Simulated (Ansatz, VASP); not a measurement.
**TiO2: VASP beside Ansatz**

INCAR

```
PREC = Accurate ; ENCUT = 520
EDIFF = 1E-6 ; ISMEAR = 0
SIGMA = 0.05 ; LREAL = False
LASPH = True ; NELM = 60
ALGO = Normal ; ISIF = 2
LWAVE = False ; LCHARG = False
GGA = PE ; NBANDS = 33
```

File KPOINTS:

```
regular mesh
0
Gamma
  10 10 10
```

POSCAR

```
TiO2
1.0
   -1.8996112692      1.8996112692      4.7029949528
    1.8996112692     -1.8996112692      4.7029949528
    1.8996112692      1.8996112692     -4.7029949528
Ti O
2 4
Direct
    0.0000000000      0.0000000000      0.0000000000
    0.7500000000      0.2500000000      0.5000000000
    0.2065067269      0.2065067269      0.0000000000
    0.9565067269      0.4565067269      0.5000000000
    0.5434932731      0.0434932731      0.5000000000
    0.7934932731      0.7934932731      0.0000000000
```

Input for Ansatz:

```yaml
crystal:
  lattice:
    - [-1.8996112692, 1.8996112692, 4.7029949528]
    - [1.8996112692, -1.8996112692, 4.7029949528]
    - [1.8996112692, 1.8996112692, -4.7029949528]
  atoms:
    - { symbol: Ti, position: [0.0, 0.0, 0.0] }
    - { symbol: Ti, position: [0.75, 0.25, 0.5] }
    - { symbol: O, position: [0.2065067269, 0.2065067269, 0.0] }
    - { symbol: O, position: [0.9565067269, 0.4565067269, 0.5] }
    - { symbol: O, position: [0.5434932731, 0.0434932731, 0.5] }
    - { symbol: O, position: [0.7934932731, 0.7934932731, 0.0] }
basis:
  ecutwfc: 420
kpoints:
  mp_grid: { grid: [10, 10, 10] }
hamiltonian:
  xc: pbe
scf:
  occupations: { method: gaussian, width: 0.05 }
output:
  forces: true
  stress: true
  eigenvalues: true
```

Change from the starting cell: strain +0.000 along x and y, -0.030 along z, atoms carried along.

Alike in both runs: task single point; functional PBE; k mesh 10 × 10 × 10; occupations gaussian, width 0.05 eV; no spin polarisation.

|  | VASP | Ansatz |
| --- | --- | --- |
| version | VASP 6.6.1 | Ansatz 0.2.0 |
| potentials or method | VASP PAW PBE potentials, release 64 (Ti_sv, O), cutoff 520 eV | scalar-relativistic, plane waves, PAW |
| valence electrons in the cell | 48 | 48 |

Ansatz gave:

- gap on the k mesh at the Fermi level (eV): 2.19
- least direct gap on the mesh (eV): 2.46
- pressure (GPa): 7.3
- traceless stress, the component that is largest in VASP (GPa): 5.71
- rms of the force components (eV/Å): 0.284

Question: Estimate VASP's values.

Answer: gap on the k mesh at the Fermi level (eV): 2.16; least direct gap on the mesh (eV): 2.44; pressure (GPa): 8.0; traceless stress, the component that is largest in VASP (GPa): 5.89; rms of the force components (eV/Å): 0.299.

Atom by atom the forces differ by 0.015 eV/Å (rms over components).
